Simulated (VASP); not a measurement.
# SrTi2O4 (R-3m) in VASP: relaxation of cell and atoms with PBE

Aim: the relaxation of cell and atoms of SrTi2O4 with PBE.

Everything below comes from runs of VASP 6.6.1. Logs are shortened: lines on timing, memory, paths and dates and some standing lists are left out, and cuts for length are marked.

### Step 1. The cell of the first run

The structure is trigonal, space group R-3m (No. 166). The conventional cell has a = 4.341 Å, b = 4.341 Å, c = 20.727 Å, α = 90.00°, β = 90.00°, γ = 120.00°. Sr (site symmetry -3m) has 2 Ti at 1.83 Å within 2.4 Å. Ti (site symmetry 3m) has 1 Sr at 1.83 Å and 7 O at 2.47 to 2.62 Å within 2.7 Å. Within 3.3 Å of O (site symmetry 3m) lie 4 Ti at 2.47 to 2.62 Å and 6 O at 2.88 to 3.03 Å. Within 3.5 Å of O (site symmetry 3m) lie 3 Ti at 2.59 Å and 3 Sr at 2.77 Å and 6 O at 2.88 to 3.44 Å.

The cell was built from a structure type or drawn by symmetry, and may not be a known phase.

### Step 2. Relaxation of cell and atoms, PBE, collinear spin

Input file INCAR:

```
  PREC = Accurate
  ENCUT = 600
  EDIFF = 1E-6
  ISMEAR = 0
  SIGMA = 0.15
  LREAL = F
  LASPH = T
  NELM = 150
  ALGO = Normal
  ISIF = 3
  LWAVE = F
  LCHARG = F
  ISPIN = 2
  MAGMOM = 0 1 1 0 0 0 0
  LORBIT = 11
  LMAXMIX = 4
  GGA = PE
  IBRION = 2
  NSW = 36
  EDIFFG = -0.08
```

Input file KPOINTS:

```
regular mesh
0
Gamma
  3 3 3
```

Input file POSCAR:

```
SrTi2O4
1.0
    2.1703699400      1.2530636700      6.9091542500
   -2.1703699400      1.2530636700      6.9091542500
    0.0000000000     -2.5061273400      6.9091542500
Sr Ti O
1 2 4
Direct
    0.0000000000      0.0000000000      0.0000000000
    0.0884066900      0.0884066900      0.0884066900
    0.9115933100      0.9115933100      0.9115933100
    0.2075384900      0.2075384900      0.2075384900
    0.7924615100      0.7924615100      0.7924615100
    0.3903127900      0.3903127900      0.3903127900
    0.6096872100      0.6096872100      0.6096872100
```

Potentials or basis: VASP PAW PBE potentials, release 64 (Sr_sv, Ti_sv, O).

The run is started by

```sh
$ cat potpaw_PBE.64/Sr_sv/POTCAR potpaw_PBE.64/Ti_sv/POTCAR potpaw_PBE.64/O/POTCAR > POTCAR
$ mpirun -np 1 vasp_std > vasp.out
```

OUTCAR:

```text
PREC = Accurate
   ENCUT = 600
   EDIFF = 1E-6
   ISMEAR = 0
   LREAL = F
   LASPH = T
   NELM = 150
   ISIF = 3
   ISPIN = 2
   LORBIT = 11
   GGA = PE
   IBRION = 2
   NSW = 36
   EDIFFG = -0.08

 ion  position               nearest neighbor table
   1  0.000  0.000  0.000-   2 1.83   3 1.83   7 2.77   7 2.77   6 2.77   6 2.77   7 2.77   6 2.77

   2  0.088  0.088  0.088-   1 1.83
   3  0.912  0.912  0.912-   1 1.83
   4  0.208  0.208  0.208-
   5  0.792  0.792  0.792-
   6  0.390  0.390  0.390-   1 2.77   1 2.77   1 2.77
   7  0.610  0.610  0.610-   1 2.77   1 2.77   1 2.77

 -----------------------------------------------------------------------------
|                                                                             |
|           W    W    AA    RRRRR   N    N  II  N    N   GGGG   !!!           |
|           W    W   A  A   R    R  NN   N  II  NN   N  G    G  !!!           |
|           W    W  A    A  R    R  N N  N  II  N N  N  G       !!!           |
|           W WW W  AAAAAA  RRRRR   N  N N  II  N  N N  G  GGG   !            |
|           WW  WW  A    A  R   R   N   NN  II  N   NN  G    G                |
|           W    W  A    A  R    R  N    N  II  N    N   GGGG   !!!           |
|                                                                             |
|     The distance between some ions is very small. Please check the          |
|     nearest-neighbor list in the OUTCAR file.                               |
|     I HOPE YOU KNOW WHAT YOU ARE DOING!                                     |
|                                                                             |
 -----------------------------------------------------------------------------

  LATTYP: Found a trigonal (rhomboedric) cell.
 ALAT       =     7.3496317382
 COS(alpha) =     0.8255920128

  Lattice vectors:

 A1 = (   2.1703699400,   1.2530636700,   6.9091542500)
 A2 = (  -2.1703699400,   1.2530636700,   6.9091542500)
 A3 = (   0.0000000000,  -2.5061273400,   6.9091542500)

Analysis of symmetry for initial positions (statically):
=====================================================================
 Subroutine PRICEL returns:
 Original cell was already a primitive cell.

 Routine SETGRP: Setting up the symmetry group for a
 trigonal (rhombohedral) supercell.

 Subroutine GETGRP returns: Found 12 space group operations
 (whereof 12 operations were pure point group operations)
 out of a pool of 12 trial point group operations.

The static configuration has the point symmetry D_3d.

Analysis of symmetry for dynamics (positions and initial velocities):
=====================================================================
 Subroutine PRICEL returns:
[... 164 lines left out ...]

------------------------ aborting loop because EDIFF is reached ----------------------------------------

  FORCE on cell =-STRESS in cart. coord.  units (eV):
  Direction    XX          YY          ZZ          XY          YZ          ZX
  --------------------------------------------------------------------------------------
  -------------------------------------------------------------------------------------
  Total      -23.5964231    -23.5964232     63.0961638      0.0000000     -0.0000000      0.0000000
  in kB     -335.3310077   -335.3310082    896.6655705      0.0000000     -0.0000000      0.0000000
  external PRESSURE =      75.3345182 kB  Pullay stress =       0.0000000 kB
[... 71 lines left out ...]
--------------------------------------- Ionic step        3  -------------------------------------------

 number of electron      57.9999993 magnetization       1.5572936

 E-fermi :   3.4204     XC(G=0):  -9.6796

 val. band max:        3.3892702385   @ k =   0.0000   0.0000   0.0000
 cond. band min:       3.5397315649   @ k =   0.3333   0.3333   0.3333
 fundamental gap:      0.1504613264
 Fermi energy:         3.4204250532

 spin component 1

 k-point     1 :       0.0000    0.0000    0.0000
  band No.  band energies     occupation
      1     -55.2908      1.00000
      2     -55.2598      1.00000
      3     -31.5677      1.00000
      4     -31.5017      1.00000
      5     -31.5017      1.00000
      6     -31.4430      1.00000
[... 482 lines left out ...]
  FREE ENERGIE OF THE ION-ELECTRON SYSTEM (eV)
  ---------------------------------------------------
  free  energy   TOTEN  =       -50.4457669034 eV

  energy  without entropy=      -50.4348185609  energy(sigma->0) =      -50.44029273

[... ionic steps 4 to 9 ...]

--------------------------------------- Ionic step       10  -------------------------------------------

 number of electron      58.0000001 magnetization       1.5608584

------------------------ aborting loop because EDIFF is reached ----------------------------------------
[... 77 lines left out ...]
--------------------------------------- Ionic step       12  -------------------------------------------

 number of electron      57.9999995 magnetization       1.5690632

 Free energy of the ion-electron system (eV)
  ---------------------------------------------------
  ext. energy  EPLUGINS =         0.00000000
  ---------------------------------------------------
  free energy    TOTEN  =       -54.72568485 eV

  energy without entropy =      -54.66824391  energy(sigma->0) =      -54.69696438

 E-fermi :   7.5117     XC(G=0): -11.1936

 val. band max:        7.4838164260   @ k =  -0.3333   0.3333   0.3333
 cond. band min:       7.5258455376   @ k =   0.3333   0.0000   0.0000
 fundamental gap:      0.0420291116
 Fermi energy:         7.5116748594

 spin component 1

 k-point     1 :       0.0000    0.0000    0.0000
  band No.  band energies     occupation
      1     -51.2696      1.00000
      2     -51.2431      1.00000
      3     -28.4884      1.00000
      4     -27.7687      1.00000
      5     -27.5743      1.00000
      6     -27.4095      1.00000
[... 482 lines left out ...]
  FREE ENERGIE OF THE ION-ELECTRON SYSTEM (eV)
  ---------------------------------------------------
  free  energy   TOTEN  =       -54.7256848500 eV

  energy  without entropy=      -54.6682439078  energy(sigma->0) =      -54.69696438

 reached required accuracy - stopping structural energy minimisation

 total charge

# of ion       s       p       d       tot
------------------------------------------
    1        2.024   5.821   0.309   8.154
    2        2.161   6.153   1.868  10.182
    3        2.161   6.153   1.868  10.182
    4        1.566   3.529   0.000   5.095
    5        1.566   3.529   0.000   5.095
    6        1.555   3.410   0.000   4.965
    7        1.555   3.410   0.000   4.965
--------------------------------------------------
tot         12.588  32.005   4.045  48.639

 magnetization (x)

# of ion       s       p       d       tot
------------------------------------------
    1        0.001   0.001   0.016   0.017
    2        0.009   0.005   0.684   0.698
    3        0.009   0.005   0.684   0.698
    4       -0.001  -0.017   0.000  -0.018
    5       -0.001  -0.017   0.000  -0.018
    6        0.001  -0.010   0.000  -0.009
    7        0.001  -0.010   0.000  -0.009
--------------------------------------------------
tot          0.017  -0.044   1.383   1.357
```

OSZICAR:

```text
N       E                     dE             d eps       ncg     rms          rms(c)
DAV:   1     0.803356097320E+03    0.80336E+03   -0.32823E+04   840   0.199E+03
DAV:   2     0.882192367028E+02   -0.71514E+03   -0.69768E+03   886   0.553E+02
DAV:   3    -0.333730380745E+02   -0.12159E+03   -0.11726E+03  1297   0.196E+02
[... 262 lines left out ...]
DAV:   4    -0.547256732901E+02    0.12511E-03   -0.17638E-03  1330   0.245E-01    0.105E-01
DAV:   5    -0.547256688584E+02    0.44317E-05   -0.24846E-04  1368   0.114E-01    0.715E-02
DAV:   6    -0.547256817415E+02   -0.12883E-04   -0.77744E-05  1410   0.441E-02    0.447E-02
DAV:   7    -0.547256848035E+02   -0.30620E-05   -0.20926E-05  1130   0.297E-02    0.957E-03
DAV:   8    -0.547256848500E+02   -0.46465E-07   -0.28800E-06   882   0.112E-02
  12 F= -.54725685E+02 E0= -.54696964E+02  d E =-.209317E-02  mag=     1.5690
```

CONTCAR:

```text
SrTi2O4
   1.00000000000000
     1.6870339703586235    0.9740095172858800    8.6397316142258145
    -1.6870339703586235    0.9740095172858800    8.6397316142258145
     0.0000000000000000   -1.9480190345717601    8.6397316142258145
  Sr              Ti              O
     1     2     4
Direct
     0.0000000000000000    0.0000000000000000    0.0000000000000000
     0.1179836969091452    0.1179836969091452    0.1179836969091452
     0.8820163030908547    0.8820163030908547    0.8820163030908547
     0.1984899341934399    0.1984899341934399    0.1984899341934399
     0.8015100658065603    0.8015100658065603    0.8015100658065603
     0.3953745181321877    0.3953745181321877    0.3953745181321877
     0.6046254818678124    0.6046254818678124    0.6046254818678124

  0.00000000E+00  0.00000000E+00  0.00000000E+00
  0.00000000E+00  0.00000000E+00  0.00000000E+00
  0.00000000E+00  0.00000000E+00  0.00000000E+00
  0.00000000E+00  0.00000000E+00  0.00000000E+00
  0.00000000E+00  0.00000000E+00  0.00000000E+00
  0.00000000E+00  0.00000000E+00  0.00000000E+00
  0.00000000E+00  0.00000000E+00  0.00000000E+00
```

Wall time 35 min (1 thread of Intel Xeon Platinum 8559C (Emerald Rapids), shared host); peak memory 0.74 GiB.

What came out:

```
Free energy                                           : -54.7257 eV
Relaxed volume                                        : 12.17 Å³/atom
Relaxed cell                                          : a = 8.857 Å, b = 8.857 Å, c = 8.857 Å, α = 21.96°, β = 21.96°, γ = 21.96°
Space group after relaxing (to 0.1 Å)                 : R-3m (No. 166)
Energy gained by relaxing                             : 3285.9 meV/atom
Ionic steps                                           : 12
Pressure after relaxing                               : 0.0 GPa
Largest force after relaxing                          : 0.035 eV/Å
Net moment                                            : 1.57 μB per cell
Site moments                                          : Sr +0.02; Ti +0.70; O -0.02, -0.01 (each value once) μB
Valence electrons inside the program's atomic spheres : Sr 8.15; Ti 10.18; O 5.09, 4.96 (each value once)
```

Forces in eV/Å, atoms in the order of the input:
```
Sr   0.000  0.000  0.000
Ti   0.000  0.000  0.035
Ti   0.000  0.000 -0.035
O    0.000  0.000  0.008
O    0.000  0.000 -0.008
O    0.000  0.000  0.035
O    0.000  0.000 -0.035
```

The path:
```
step  energy change (eV)  largest force (eV/Å)  pressure (GPa)  volume (Å³)
   1              0.0000               23.5142            7.53       112.74
   2            -15.4554                7.0716           -9.90       113.43
   3            -18.7215                2.3799          -22.83       115.82
   4            -21.4251                5.7589           12.89        83.74
   5            -21.6534                4.3887            0.69        89.28
   6            -22.7556                1.2746            6.06        82.97
   7            -22.7791                1.1201            8.50        81.52
   8            -22.9237                0.4862           -4.94        87.60
   9            -22.9577                0.6483           -1.30        85.67
  10            -22.9914                0.2903           -0.42        85.23
  11            -22.9993                0.0927            0.34        84.90
  12            -23.0014                0.0350           -0.04        85.18
```

Final structure:
```yaml
crystal:
  lattice:
    - [1.68703, 0.97401, 8.63973]
    - [-1.68703, 0.97401, 8.63973]
    - [0.00000, -1.94802, 8.63973]
  atoms:
    - { symbol: Sr, position: [0.00000, 0.00000, 0.00000] }
    - { symbol: Ti, position: [0.11798, 0.11798, 0.11798] }
    - { symbol: Ti, position: [0.88202, 0.88202, 0.88202] }
    - { symbol: O, position: [0.19849, 0.19849, 0.19849] }
    - { symbol: O, position: [0.80151, 0.80151, 0.80151] }
    - { symbol: O, position: [0.39537, 0.39537, 0.39537] }
    - { symbol: O, position: [0.60463, 0.60463, 0.60463] }
```

Caveat: the k points lie up to 0.72 Å⁻¹ apart in the final cell; the volume moved by over 15 % at a fixed basis, so the end points are rough; semilocal functionals often make such compounds metallic where correlation or magnetic order opens a gap, which also shifts bond lengths; the relaxation stopped at a loose force limit of 0.08 eV/Å, so its end isn't a converged minimum.
